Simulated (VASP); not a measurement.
# HfMg3 (Pm-3m) in VASP: single point with PBE

Aim: the single point of HfMg3 with PBE.

All numbers are computed with VASP 6.6.1; they aren't measurements. Logs are shortened: lines on timing, memory, paths and dates and some standing lists are left out, and cuts for length are marked.

## Step 1: The cell of the first run

Symmetry: Pm-3m, No. 221, cubic system. Conventional cell: a = 4.619 Å, b = 4.619 Å, c = 4.619 Å, α = 90.00°, β = 90.00°, γ = 90.00°. Mg (site symmetry 4/mmm) has 8 Mg at 3.27 Å and 4 Hf at 3.27 Å within 4.3 Å. Within 4.3 Å of Hf (site symmetry m-3m) lie 12 Mg at 3.27 Å.

## Step 2: Single point, PBE (strained)

The input, INCAR:

```
PREC     = Accurate       # precision mode
ENCUT    = 520            # plane-wave cutoff, eV
EDIFF    = 1E-6           # SCF threshold, eV
ISMEAR   = 0              # smearing method
SIGMA    = 0.1            # smearing width, eV
LREAL    = False          # projectors in reciprocal space
LASPH    = True           # aspherical terms in the spheres
NELM     = 100            # most SCF steps
ALGO     = Normal         # electronic algorithm
ISIF     = 2              # what is computed and relaxed
LWAVE    = False          # write WAVECAR
LCHARG   = True           # write CHGCAR
GGA      = PE             # functional
LELF     = True           # ELF
LVHAR    = True         
NBANDS   = 16             # bands
```

The input, KPOINTS:

```
Automatic mesh
0
Gamma
  10 10 10
```

The input, POSCAR:

```
HfMg3
1.0
    4.6190014531      0.0000000000      0.0000000000
    0.0000000000      4.6190014531      0.0000000000
    0.0000000000      0.0000000000      4.6190014531
Mg Hf
3 1
Direct
    0.5000000000      0.5000000000      0.0000000000
    0.5000000000      0.0000000000      0.5000000000
    0.0000000000      0.5000000000      0.5000000000
    0.0000000000      0.0000000000      0.0000000000
```

Potentials or basis: VASP PAW PBE potentials, release 64 (Mg, Hf_pv).

Started as:

```console
$ cat potpaw_PBE.64/Mg/POTCAR potpaw_PBE.64/Hf_pv/POTCAR > POTCAR
$ mpirun -np 1 vasp_std > vasp.out
```

OUTCAR:

```text
PREC = Accurate
   ENCUT = 520
   EDIFF = 1E-6
   ISMEAR = 0
   LREAL = False
   LASPH = True
   NELM = 100
   ISIF = 2
   GGA = PE

 ion  position               nearest neighbor table
   1  0.500  0.500  0.000-   2 3.27   3 3.27   4 3.27   2 3.27   3 3.27   2 3.27   4 3.27   2 3.27
                             3 3.27   4 3.27   3 3.27   4 3.27
   2  0.500  0.000  0.500-   1 3.27   3 3.27   4 3.27   1 3.27   4 3.27   1 3.27   3 3.27   1 3.27
                             3 3.27   4 3.27   4 3.27   3 3.27
   3  0.000  0.500  0.500-   1 3.27   2 3.27   4 3.27   1 3.27   4 3.27   2 3.27   4 3.27   4 3.27
                             1 3.27   2 3.27   1 3.27   2 3.27
   4  0.000  0.000  0.000-   1 3.27   2 3.27   3 3.27   2 3.27   3 3.27   1 3.27   3 3.27   3 3.27
                             1 3.27   2 3.27   2 3.27   1 3.27

  LATTYP: Found a simple cubic cell.
 ALAT       =     4.6190014531

  Lattice vectors:

 A1 = (   4.6190014531,   0.0000000000,   0.0000000000)
 A2 = (   0.0000000000,   4.6190014531,   0.0000000000)
 A3 = (   0.0000000000,   0.0000000000,   4.6190014531)

Analysis of symmetry for initial positions (statically):
=====================================================================
 Subroutine PRICEL returns:
 Original cell was already a primitive cell.

 Routine SETGRP: Setting up the symmetry group for a
 simple cubic supercell.

 Subroutine GETGRP returns: Found 48 space group operations
 (whereof 48 operations were pure point group operations)
 out of a pool of 48 trial point group operations.

The static configuration has the point symmetry O_h .

Analysis of symmetry for dynamics (positions and initial velocities):
=====================================================================
 Subroutine PRICEL returns:
 Original cell was already a primitive cell.

 Routine SETGRP: Setting up the symmetry group for a
 simple cubic supercell.

 Subroutine GETGRP returns: Found 48 space group operations
 (whereof 48 operations were pure point group operations)
 out of a pool of 48 trial point group operations.

The dynamic configuration has the point symmetry O_h .

 Subroutine INISYM returns: Found 48 space group operations
 (whereof 48 operations are pure point group operations),
 and found     1 'primitive' translations

----------------------------------------------------------------------------------------

                                     Primitive cell

  volume of cell :      98.5472

  direct lattice vectors                    reciprocal lattice vectors
     4.619001453  0.000000000  0.000000000     0.216497009  0.000000000  0.000000000
     0.000000000  4.619001453  0.000000000     0.000000000  0.216497009  0.000000000
     0.000000000  0.000000000  4.619001453     0.000000000  0.000000000  0.216497009

  length of vectors
     4.619001453  4.619001453  4.619001453     0.216497009  0.216497009  0.216497009

  position of ions in fractional coordinates (direct lattice)
     0.500000000  0.500000000  0.000000000
     0.500000000  0.000000000  0.500000000
     0.000000000  0.500000000  0.500000000
     0.000000000  0.000000000  0.000000000

  ion indices of the primitive-cell ions
   primitive index   ion index
                 1           1
                 2           2
                 3           3
                 4           4

----------------------------------------------------------------------------------------

 KPOINTS: Automatic mesh

Automatic generation of k-mesh.
 Grid dimensions read from file:
 generate k-points for:   10   10   10

 Generating k-lattice:

  Cartesian coordinates                     Fractional coordinates (reciprocal lattice)
     0.021649701  0.000000000  0.000000000     0.100000000  0.000000000  0.000000000
     0.000000000  0.021649701  0.000000000     0.000000000  0.100000000  0.000000000
     0.000000000  0.000000000  0.021649701     0.000000000  0.000000000  0.100000000

  Length of vectors
     0.021649701  0.021649701  0.021649701

  Shift w.r.t. Gamma in fractional coordinates (k-lattice)
     0.000000000  0.000000000  0.000000000

 Subroutine IBZKPT returns following result:
 ===========================================

 Found     56 irreducible k-points:

 Following reciprocal coordinates:
            Coordinates               Weight
  0.000000  0.000000  0.000000      1.000000
  0.100000  0.000000  0.000000      6.000000
  0.200000  0.000000  0.000000      6.000000
  0.300000  0.000000  0.000000      6.000000
  0.400000  0.000000  0.000000      6.000000
  0.500000  0.000000  0.000000      3.000000
[... 16 lines left out ...]
  0.200000  0.100000  0.100000     24.000000
  0.300000  0.100000  0.100000     24.000000
 [... further k-points ...]
   k-points           NKPTS =     56   k-points in BZ     NKDIM =     56   number of bands    NBANDS=     16
   number of dos      NEDOS =    301   number of ions     NIONS =      4
   total plane-waves  NPLWV =  46656
   dimension x,y,z NGX =    36 NGY =   36 NGZ =   36
   dimension x,y,z NGXF=    72 NGYF=   72 NGZF=   72
   ions per type =               3   1
   NGX,Y,Z   is equivalent  to a cutoff of  12.96, 12.96, 12.96 a.u.
   NGXF,Y,Z  is equivalent  to a cutoff of  25.91, 25.91, 25.91 a.u.
 SYSTEM =  unknown system
   PREC   = accura    normal or accurate (medium, high low for compatibility)
   ISTART =      0    job   : 0-new  1-cont  2-samecut
   ICHARG =      2    charge: 1-file 2-atom 10-const
   ISPIN  =      1    spin polarized calculation?
   LNONCOLLINEAR =      F non collinear calculations
   LSORBIT =      F    spin-orbit coupling
   LASPH  =      T    aspherical Exc in radial PAW
   ENCUT  =  520.0 eV  38.22 Ry    6.18 a.u.   8.59  8.59  8.59*2*pi/ulx,y,z
   NELM   =    100;   NELMIN=  2; NELMDL= -5     # of ELM steps
   EDIFF  = 0.1E-05   stopping-criterion for ELM
   LREAL  =      F    real-space projection
   EDIFFG = 0.1E-04   stopping-criterion for IOM
   NSW    =      0    number of steps for IOM
   IBRION =     -1    ionic relax: 0-MD 1-quasi-New 2-CG
   NFREE  =      0    steps in history (QN), initial steepest desc. (CG)
   ISIF   =      2    stress and relaxation
   ISYM   =      2    0-nonsym 1-usesym 2-fastsym
   POTIM  = 0.5000    time-step for ionic-motion
   TEBEG  =    0.0;   TEEND  =   0.0 temperature during run
   PSTRESS=    0.0 pullay stress
   NELECT =      16.0000    total number of electrons
   NUPDOWN=      -1.0000    fix difference up-down
   EMIN   =  10.00;   EMAX   =-10.00  energy-range for DOS
   EFERMI =   0.00;   METHOD = LEGACY
   ISMEAR =     0;   SIGMA  =   0.10  broadening in eV -4-tet -1-fermi 0-gaus
   EFERMI_NEDOS =   21; number of points for ismear=-14 and -15
   IALGO  =     38    algorithm
   IMIX   =      4    mixing-type and parameters
     AMIX     =   0.40;   BMIX     =  1.00
     AMIX_MAG =   1.60;   BMIX_MAG =  1.00
  volume/ion in A,a.u.               =      24.64       166.26
  Fermi-wavevector in a.u.,A,eV,Ry     =   0.893100  1.687714 10.852381  0.797628
  Thomas-Fermi vector in A             =   2.015134
   LORBIT       =      0    0 simple, 1 ext, 2 COOP (PROOUT), +10 PAW based schemes
   GGA     = PE    functional components
   LHFCALC =     F    Hartree Fock is set to
   AEXX    =    0.0000 exact exchange contribution
   IVDW    =     0    specifies the selected vdW correction
   LEPSILON=     F    determine dielectric tensor
   LRPA    =     F    only Hartree local field effects (RPA)
 non-spin polarized calculation
 Gauss-broadening in eV      SIGMA  =   0.10
  energy-cutoff  :      520.00
  volume of cell :       98.55
 maximum number of plane-waves:      2680
 NGX is ok and might be reduce to    36
   NGX = 17   NGY = 17   NGZ = 17

 number of electron      16.0000002 magnetization

 Free energy of the ion-electron system (eV)
  ---------------------------------------------------
  ext. energy  EPLUGINS =         0.00000000
  ---------------------------------------------------
  free energy    TOTEN  =       -13.67085711 eV

  energy without entropy =      -13.65443436  energy(sigma->0) =      -13.66264574

 E-fermi :   2.4226     XC(G=0):  -8.9549

 val. band max:        2.4083711262   @ k =   0.4000   0.4000   0.1000
 cond. band min:       2.4711077880   @ k =   0.3000   0.2000   0.0000
 fundamental gap:      0.0627366618
 Fermi energy:         2.4225972307

 k-point     1 :       0.0000    0.0000    0.0000
  band No.  band energies     occupation
      1     -28.9330      2.00000
      2     -28.9330      2.00000
      3     -28.9330      2.00000
      4      -3.9737      2.00000
      5       1.4014      2.00000
      6       1.4014      2.00000
[... 8 lines left out ...]
     15       8.2288      0.00000
     16       9.0228      0.00000

 k-point     2 :       0.1000    0.0000    0.0000
  band No.  band energies     occupation
      1     -28.9335      2.00000
      2     -28.9329      2.00000
      3     -28.9329      2.00000
      4      -3.8958      2.00000
      5       1.1422      2.00000
      6       1.4397      2.00000
[... 8 lines left out ...]
     15       8.3573      0.00000
     16       9.0192      0.00000

 k-point     3 :       0.2000    0.0000    0.0000
  band No.  band energies     occupation
      1     -28.9350      2.00000
      2     -28.9328      2.00000
      3     -28.9328      2.00000
      4      -3.6638      2.00000
      5       0.4178      2.00000
      6       1.5464      2.00000
[... 8 lines left out ...]
     15       8.6557      0.00000
     16       8.6655      0.00000

 k-point     4 :       0.3000    0.0000    0.0000
  band No.  band energies     occupation
      1     -28.9367      2.00000
      2     -28.9327      2.00000
      3     -28.9327      2.00000
      4      -3.2839      2.00000
      5      -0.4595      2.00000
      6       1.6931      2.00000
[... 8 lines left out ...]
     15       7.9709      0.00000
     16       8.0188      0.00000
[... 324 lines left out ...]
 k-point    22 :       0.1000    0.1000    0.1000
  band No.  band energies     occupation
      1     -28.9335      2.00000
      2     -28.9334      2.00000
      3     -28.9334      2.00000
      4      -3.7404      2.00000
      5       1.1649      2.00000
      6       1.1649      2.00000
[... 8 lines left out ...]
     15       7.8270      0.00000
     16       8.5912      0.00000

 k-point    23 :       0.2000    0.1000    0.1000
  band No.  band energies     occupation
      1     -28.9349      2.00000
      2     -28.9334      2.00000
      3     -28.9333      2.00000
      4      -3.5097      2.00000
      5       0.5271      2.00000
      6       1.2765      2.00000
[... 8 lines left out ...]
     15       7.6514      0.00000
     16       8.3848      0.00000

 k-point    24 :       0.3000    0.1000    0.1000
  band No.  band energies     occupation
      1     -28.9366      2.00000
      2     -28.9333      2.00000
      3     -28.9332      2.00000
      4      -3.1317      2.00000
      5      -0.3409      2.00000
      6       1.4459      2.00000
[... 8 lines left out ...]
     15       7.2572      0.00000
     16       8.1926      0.00000

 [... further k-points ...]
[... 5 lines left out ...]
  --------------------------------------------------------------------------------------
  -------------------------------------------------------------------------------------
  Total       -3.3725878     -3.3725878     -3.3725878     -0.0000000     -0.0000000      0.0000000
  in kB      -54.8314270    -54.8314270    -54.8314270     -0.0000000     -0.0000000      0.0000000
  external PRESSURE =     -54.8314270 kB  Pullay stress =       0.0000000 kB

 VOLUME and BASIS-vectors are now :
 -----------------------------------------------------------------------------
  energy-cutoff  :      520.00
  volume of cell :       98.55
      direct lattice vectors                 reciprocal lattice vectors
     4.619001453  0.000000000  0.000000000     0.216497009  0.000000000  0.000000000
     0.000000000  4.619001453  0.000000000     0.000000000  0.216497009  0.000000000
     0.000000000  0.000000000  4.619001453     0.000000000  0.000000000  0.216497009

 POSITION                                       TOTAL-FORCE (eV/Angst)
 -----------------------------------------------------------------------------------
      2.30950      2.30950      0.00000         0.000000      0.000000      0.000000
      2.30950      0.00000      2.30950         0.000000      0.000000      0.000000
      0.00000      2.30950      2.30950         0.000000      0.000000      0.000000
      0.00000      0.00000      0.00000         0.000000      0.000000      0.000000
 -----------------------------------------------------------------------------------
    total drift:                               -0.000000     -0.000000     -0.000000

  FREE ENERGIE OF THE ION-ELECTRON SYSTEM (eV)
  ---------------------------------------------------
  free  energy   TOTEN  =       -13.6708571086 eV

  energy  without entropy=      -13.6544343632  energy(sigma->0) =      -13.66264574
```

It took 69 s on 1 thread of AMD EPYC 7R43 (Zen 3), shared host; peak memory 0.22 GiB.

What came out:

```yaml
Free_energy: -13.6709 eV
Pressure: -5.5 GPa
Band_gap_on_the_k_mesh: zero (bands 8 and 9 overlap by 1.35 eV)
```

Caveat: the cell differs from its parent crystal (strained); the cell stands under tension; spin-orbit coupling is left out, which moves the levels of the heavy elements.
